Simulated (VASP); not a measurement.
# BaBe3 (Fm-3m) in VASP: single point with PBE

Aim: the single point of BaBe3 with PBE.

Everything below comes from runs of VASP 6.6.1. Logs are shortened: lines on timing, memory, paths and dates and some standing lists are left out, and cuts for length are marked.

## 1. The cell of the first run

The structure is cubic, space group Fm-3m (No. 225). Conventional cell: a = 6.685 Å, b = 6.685 Å, c = 6.685 Å, α = 90.00°, β = 90.00°, γ = 90.00°. Ba (site symmetry m-3m) has 14 Be at 2.89 to 3.34 Å within 3.8 Å. Within 3.8 Å of Be (site symmetry m-3m) lie 8 Be at 2.89 Å and 6 Ba at 3.34 Å. Within 3.8 Å of Be (site symmetry -43m) lie 4 Ba at 2.89 Å and 10 Be at 2.89 to 3.34 Å.

## 2. Single point, PBE

File INCAR:

```
SYSTEM = BaBe3
PREC     = Accurate       ! precision mode
ENCUT    = 520            ! plane-wave cutoff, eV
EDIFF    = 1E-6           ! SCF threshold, eV
ISMEAR   = 0              ! smearing method
SIGMA    = 0.1            ! smearing width, eV
LREAL    = .False.        ! projectors in reciprocal space
LASPH    = .True.         ! aspherical terms in the spheres
NELM     = 80             ! most SCF steps
ALGO     = Fast           ! electronic algorithm
ISIF     = 2              ! what is computed and relaxed
LWAVE    = .False.        ! write WAVECAR
LCHARG   = .False.        ! write CHGCAR
GGA      = PE             ! functional
NBANDS   = 16             ! bands
```

File KPOINTS:

```
regular mesh
0
Gamma
  12 12 12
  0 0 0
```

File POSCAR:

```
BaBe3
1.0
    0.0000000000      3.3423446473      3.3423446473
    3.3423446473      0.0000000000      3.3423446473
    3.3423446473      3.3423446473      0.0000000000
Ba Be
1 3
Direct
    0.0000000000      0.0000000000      0.0000000000
    0.5000000000      0.5000000000      0.5000000000
    0.2500000000      0.2500000000      0.2500000000
    0.7500000000      0.7500000000      0.7500000000
```

Potentials or basis: VASP PAW PBE potentials, release 64 (Ba_sv, Be).

Started as:

```sh
$ cat potpaw_PBE.64/Ba_sv/POTCAR potpaw_PBE.64/Be/POTCAR > POTCAR
$ mpirun -np 1 vasp_std > vasp.out
```

OUTCAR:

```text
SYSTEM = BaBe3
   PREC = Accurate
   ENCUT = 520
   EDIFF = 1E-6
   ISMEAR = 0
   LREAL = .False.
   LASPH = .True.
   NELM = 80
   ISIF = 2
   GGA = PE

 ion  position               nearest neighbor table
   1  0.000  0.000  0.000-   4 2.89   4 2.89   4 2.89   3 2.89   4 2.89   3 2.89   3 2.89   3 2.89
                             2 3.34   2 3.34   2 3.34   2 3.34   2 3.34   2 3.34
   2  0.500  0.500  0.500-   1 3.34   1 3.34   1 3.34   1 3.34   1 3.34   1 3.34
   3  0.250  0.250  0.250-   1 2.89   1 2.89   1 2.89   1 2.89
   4  0.750  0.750  0.750-   1 2.89   1 2.89   1 2.89   1 2.89

  LATTYP: Found a face centered cubic cell.
 ALAT       =     6.6846892946

  Lattice vectors:

 A1 = (   0.0000000000,   3.3423446473,   3.3423446473)
 A2 = (   3.3423446473,   0.0000000000,   3.3423446473)
 A3 = (   3.3423446473,   3.3423446473,   0.0000000000)

Analysis of symmetry for initial positions (statically):
=====================================================================
 Subroutine PRICEL returns:
 Original cell was already a primitive cell.

 Routine SETGRP: Setting up the symmetry group for a
 face centered cubic supercell.

 Subroutine GETGRP returns: Found 48 space group operations
 (whereof 48 operations were pure point group operations)
 out of a pool of 48 trial point group operations.

The static configuration has the point symmetry O_h .

Analysis of symmetry for dynamics (positions and initial velocities):
=====================================================================
 Subroutine PRICEL returns:
 Original cell was already a primitive cell.

 Routine SETGRP: Setting up the symmetry group for a
 face centered cubic supercell.

 Subroutine GETGRP returns: Found 48 space group operations
 (whereof 48 operations were pure point group operations)
 out of a pool of 48 trial point group operations.

The dynamic configuration has the point symmetry O_h .

 Subroutine INISYM returns: Found 48 space group operations
 (whereof 48 operations are pure point group operations),
 and found     1 'primitive' translations

----------------------------------------------------------------------------------------

                                     Primitive cell

  volume of cell :      74.6765

  direct lattice vectors                    reciprocal lattice vectors
     0.000000000  3.342344647  3.342344647    -0.149595584  0.149595584  0.149595584
     3.342344647  0.000000000  3.342344647     0.149595584 -0.149595584  0.149595584
[... 88 lines left out ...]
   NELM   =     80;   NELMIN=  2; NELMDL= -5     # of ELM steps
   EDIFF  = 0.1E-05   stopping-criterion for ELM
   LREAL  =      F    real-space projection
   EDIFFG = 0.1E-04   stopping-criterion for IOM
   NSW    =      0    number of steps for IOM
   IBRION =     -1    ionic relax: 0-MD 1-quasi-New 2-CG
   NFREE  =      0    steps in history (QN), initial steepest desc. (CG)
   ISIF   =      2    stress and relaxation
   ISYM   =      2    0-nonsym 1-usesym 2-fastsym
   POTIM  = 0.5000    time-step for ionic-motion
   TEBEG  =    0.0;   TEEND  =   0.0 temperature during run
   PSTRESS=    0.0 pullay stress
   NELECT =      16.0000    total number of electrons
   NUPDOWN=      -1.0000    fix difference up-down
   EMIN   =  10.00;   EMAX   =-10.00  energy-range for DOS
   EFERMI =   0.00;   METHOD = LEGACY
   ISMEAR =     0;   SIGMA  =   0.10  broadening in eV -4-tet -1-fermi 0-gaus
   EFERMI_NEDOS =   21; number of points for ismear=-14 and -15
   IALGO  =     68    algorithm
   IMIX   =      4    mixing-type and parameters
     AMIX     =   0.40;   BMIX     =  1.00
     AMIX_MAG =   1.60;   BMIX_MAG =  1.00
  volume/ion in A,a.u.               =      18.67       125.99
  Fermi-wavevector in a.u.,A,eV,Ry     =   0.979611  1.851196 13.056660  0.959637
  Thomas-Fermi vector in A             =   2.110477
   LORBIT       =      0    0 simple, 1 ext, 2 COOP (PROOUT), +10 PAW based schemes
   GGA     = PE    functional components
   LHFCALC =     F    Hartree Fock is set to
   AEXX    =    0.0000 exact exchange contribution
   IVDW    =     0    specifies the selected vdW correction
   LEPSILON=     F    determine dielectric tensor
   LRPA    =     F    only Hartree local field effects (RPA)
 non-spin polarized calculation
 RMM-DIIS sequential band-by-band and
 Gauss-broadening in eV      SIGMA  =   0.10
  energy-cutoff  :      520.00
  volume of cell :       74.68
 maximum number of plane-waves:      2044
   NGX = 17   NGY = 17   NGZ = 17

 number of electron      16.0000000 magnetization

 Free energy of the ion-electron system (eV)
  ---------------------------------------------------
  ext. energy  EPLUGINS =         0.00000000
  ---------------------------------------------------
  free energy    TOTEN  =        -9.24071507 eV

  energy without entropy =       -9.23478927  energy(sigma->0) =       -9.23775217

 E-fermi :   2.7676     XC(G=0):  -9.3089

 val. band max:        2.7592090304   @ k =   0.4167   0.3333   0.0000
 cond. band min:       2.7684201221   @ k =   0.5000   0.3333   0.0000
 fundamental gap:      0.0092110917
 Fermi energy:         2.7675637335

 k-point     1 :       0.0000    0.0000    0.0000
  band No.  band energies     occupation
      1     -23.5449      2.00000
      2      -8.9050      2.00000
      3      -8.9050      2.00000
      4      -8.9050      2.00000
      5      -2.8644      2.00000
      6       2.2062      2.00000
[... 433 lines left out ...]
      3      -9.0977      2.00000
      4      -9.0063      2.00000
      5      -0.5513      2.00000
      6       0.1793      2.00000
[... 8 lines left out ...]
     15       9.1568      0.00000
     16      10.4318      0.00000

 [... further k-points ...]
[... 5 lines left out ...]
  --------------------------------------------------------------------------------------
  -------------------------------------------------------------------------------------
  Total        0.1276531      0.1276531      0.1276531      0.0000000      0.0000000     -0.0000000
  in kB        2.7387866      2.7387866      2.7387866      0.0000000      0.0000000     -0.0000000
  external PRESSURE =       2.7387866 kB  Pullay stress =       0.0000000 kB

 VOLUME and BASIS-vectors are now :
 -----------------------------------------------------------------------------
  energy-cutoff  :      520.00
  volume of cell :       74.68
      direct lattice vectors                 reciprocal lattice vectors
     0.000000000  3.342344647  3.342344647    -0.149595584  0.149595584  0.149595584
     3.342344647  0.000000000  3.342344647     0.149595584 -0.149595584  0.149595584
     3.342344647  3.342344647  0.000000000     0.149595584  0.149595584 -0.149595584

 POSITION                                       TOTAL-FORCE (eV/Angst)
 -----------------------------------------------------------------------------------
      0.00000      0.00000      0.00000         0.000000     -0.000000      0.000000
      3.34234      3.34234      3.34234         0.000000     -0.000000      0.000000
      1.67117      1.67117      1.67117         0.000000      0.000000      0.000000
      5.01352      5.01352      5.01352        -0.000000     -0.000000     -0.000000
 -----------------------------------------------------------------------------------
    total drift:                               -0.000000      0.000000      0.000000

  FREE ENERGIE OF THE ION-ELECTRON SYSTEM (eV)
  ---------------------------------------------------
  free  energy   TOTEN  =        -9.2407150654 eV

  energy  without entropy=       -9.2347892706  energy(sigma->0) =       -9.23775217
```

Wall time 58 s (1 thread of Intel Xeon Platinum 8488C (Sapphire Rapids), shared host); peak memory 0.26 GiB.

What came out:

```yaml
Free_energy: -9.2407 eV
Pressure: 0.3 GPa
Band_gap_on_the_k_mesh: zero (band 8 reaches 3.08 eV, above the bottom of band 9 at 2.40 eV)
```

Caveat: spin-orbit coupling is left out, which moves the levels of the heavy elements.
